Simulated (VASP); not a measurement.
Wanted: the native input for a VASP 6.6.1 run.

```yaml
Task: single point
Functional: PBE
Potentials_or_basis: VASP PAW PBE potentials, release 64 (N, Ti_sv, C)
Cutoff: 520 eV
k_mesh: 9 × 9 × 1
Occupations: gaussian, width 0.1 eV
Spin: no spin polarisation
Dipole_correction: yes
Further_INCAR_settings: ALGO = Normal; EDIFF = 1e-06; NBANDS = 36
```

The structure of Ti3CN3 lies in POSCAR:

```
Ti3CN3
1.0
    3.0028555063      0.0000000000      0.0000000000
   -1.5014277532      2.6005491524      0.0000000000
    0.0000000000      0.0000000000     21.5541471692
N Ti C
3 3 1
Direct
    0.3333333333      0.6666666666      0.1855791356
    0.0000000000      0.0000000000      0.2993308528
    0.6666666667      0.3333333333      0.4147299344
    0.6666666667      0.3333333333      0.2424549943
    0.3333333333      0.6666666666      0.3575097830
    0.0000000000      0.0000000000      0.4664599852
    0.0000000000      0.5000000000      0.5258263209
```

These files were run (other wordings do the same):

INCAR

```
SYSTEM = Ti3CN3
PREC = Accurate
ENCUT = 520
EDIFF = 1E-6
ISMEAR = 0
SIGMA = 0.1
LREAL = .FALSE.
LASPH = .TRUE.
NELM = 80
ALGO = Normal
ISIF = 2
LWAVE = .FALSE.
LCHARG = .FALSE.
LDIPOL = .TRUE.
IDIPOL = 3
DIPOL = 0.5 0.5 0.356
GGA = PE
NBANDS = 36
```

KPOINTS

```
regular mesh
0
G
  9 9 1
  0 0 0
```

Potentials or basis: VASP PAW PBE potentials, release 64 (N, Ti_sv, C).

Launch:

```console
$ cat potpaw_PBE.64/N/POTCAR potpaw_PBE.64/Ti_sv/POTCAR potpaw_PBE.64/C/POTCAR > POTCAR
$ mpirun -np 1 vasp_std > vasp.out
```

It gave:

| Item | Value |
| --- | --- |
| Largest force | 5.636 eV/Å |

Run time: 6.2 min on 1 thread of Intel(R) Xeon(R) Platinum 8259CL CPU @ 2.50GHz (Skylake/Cascade Lake), on a shared host, peak memory 0.36 GiB.
